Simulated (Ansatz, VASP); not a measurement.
# Au in VASP and in Ansatz

File INCAR:

```
SYSTEM = Au
PREC = Accurate
ENCUT = 500
EDIFF = 1E-7
ISMEAR = 0
SIGMA = 0.1
LREAL = .False.
LASPH = .True.
NELM = 120
ALGO = Normal
ISIF = 3
LWAVE = .False.
LCHARG = .False.
GGA = PE
IBRION = 2
NSW = 90
EDIFFG = -0.025
GGA_COMPAT = .False.
NELMIN = 4
```

KPOINTS

```
Automatic mesh
0
Gamma
  12 12 12
  0 0 0
```

Contents of POSCAR:

```
Au
1.0
    2.7327923755      0.0000000000      0.0000000000
    0.0000000000      2.7327923755      0.0000000000
    0.0000000000      0.0000000000      2.7327923755
Au
1
Direct
    0.0000000000      0.0000000000      0.0000000000
```

Input for Ansatz:

```yaml
crystal:
  lattice:
    - [2.7327923755, 0.0, 0.0]
    - [0.0, 2.7327923755, 0.0]
    - [0.0, 0.0, 2.7327923755]
  atoms:
    - { symbol: Au, position: [0.0, 0.0, 0.0] }
basis:
  ecutwfc: 420
kpoints:
  mp_grid: { grid: [12, 12, 12] }
hamiltonian:
  xc: pbe
scf:
  occupations: { method: gaussian, width: 0.1 }
output:
  forces: true
  stress: true
  eigenvalues: true
relax:
  adjacent_minimum: "off"
  f_tol: 0.025
  max_steps: 70
  cell: { stress_tol: 0.12 }
```

Alike in both runs: task relaxation of cell and atoms; functional PBE; k mesh 12 × 12 × 12; occupations gaussian, width 0.1 eV; no spin polarisation.

```csv
,VASP,Ansatz
version,VASP 6.6.1,Ansatz 0.2.0
potentials or method,"VASP PAW PBE potentials, release 64 (Au), cutoff 500 eV","scalar-relativistic, plane waves, PAW"
valence electrons in the cell,11,19
```

```tsv
	VASP	Ansatz	Ansatz less VASP
gap on the k mesh at the Fermi level, each at its own relaxed structure (eV)	none	none	-
relaxed volume (Å³/atom)	20.71	20.76	+0.047
relaxed cell length with the largest relative difference (Å)	2.746	2.748	+0.0021
```

A gap of «none» marks a metal or a gap that the smearing closes. VASP's potentials hold 11 valence electrons a cell and Ansatz's 19, so a difference there can come from the potentials and not from the codes.

Neither program's run includes spin-orbit coupling.
